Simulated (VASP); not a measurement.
Runs of VASP 6.6.1 on CsBr. The structure is cubic, space group Pm-3m (No. 221). Conventional cell: a = 4.286 Å, b = 4.286 Å, c = 4.286 Å, α = 90.00°, β = 90.00°, γ = 90.00°. Within 4.9 Å of Cs (site symmetry m-3m) lie 8 Br at 3.71 Å and 6 Cs at 4.29 Å. Within 4.9 Å of Br (site symmetry m-3m) lie 8 Cs at 3.71 Å and 6 Br at 4.29 Å. 

```csv
k mesh,gap on the mesh (eV),pressure (GPa)
5 × 5 × 5,5.29,0.0
7 × 7 × 7,5.29,0.0
4 × 4 × 4,5.29,0.0
3 × 3 × 3,(a),0.1
2 × 2 × 2,5.23,0.9
```

Alike in all rows: task single point; level r2SCAN+D3(BJ); potentials or basis VASP PAW PBE potentials, release 64 (Cs_sv, Br); no spin polarisation; cell as given; cutoff (eV) 550; smearing gaussian 0.01 eV.

Estimate the missing entries.

(a) 5.28.

Caveats: some runs use coarse meshes; three body term missing; the PAW data sets were made with another functional, which shifts forces and pressure a little; spin-orbit coupling is left out, which moves the levels of the heavy elements; an odd mesh through Γ misses points on the zone boundary, where band edges can lie (at least some runs).

A k mesh can miss the band edges, and the runs leave out spin-orbit coupling on Br, Cs.
